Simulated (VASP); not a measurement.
Input of a VASP 6.6.1 run:

INCAR

```
SYSTEM = Cs
PREC     = Accurate       ! precision mode
ENCUT    = 520            ! plane-wave cutoff, eV
EDIFF    = 1E-6           ! SCF threshold, eV
ISMEAR   = -1             ! smearing method
SIGMA    = 0.05           ! smearing width, eV
LREAL    = .False.        ! projectors in reciprocal space
LASPH    = .True.         ! aspherical terms in the spheres
NELM     = 100            ! most SCF steps
ALGO     = Fast           ! electronic algorithm
ISIF     = 2              ! what is computed and relaxed
LWAVE    = .False.        ! write WAVECAR
LCHARG   = .False.        ! write CHGCAR
GGA      = RP             ! functional
NBANDS   = 10             ! bands
```

File KPOINTS:

```
Automatic mesh
0
Gamma
  4 4 4
  0 0 0
```

The input POSCAR:

```
Cs
1.0
   -3.1284650614      3.1284650614      3.1284650614
    3.1284650614     -3.1284650614      3.1284650614
    3.1284650614      3.1284650614     -3.1284650614
Cs
1
Direct
    0.0000000000      0.0000000000      0.0000000000
```

Potentials or basis: VASP PAW PBE potentials, release 64 (Cs_sv).

The run is started by

```console
$ cat potpaw_PBE.64/Cs_sv/POTCAR > POTCAR
$ mpirun -np 1 vasp_std > vasp.out
```

Q: Estimate the pressure.

A: 0.2 GPa.

Q: Predict the band gap on the k mesh.

A: Zero (an odd number of electrons rules out a gap without spin polarisation).

Caveat: the PAW data sets were made with another functional, which shifts forces and pressure a little; spin-orbit coupling is left out, which moves the levels of the heavy elements.
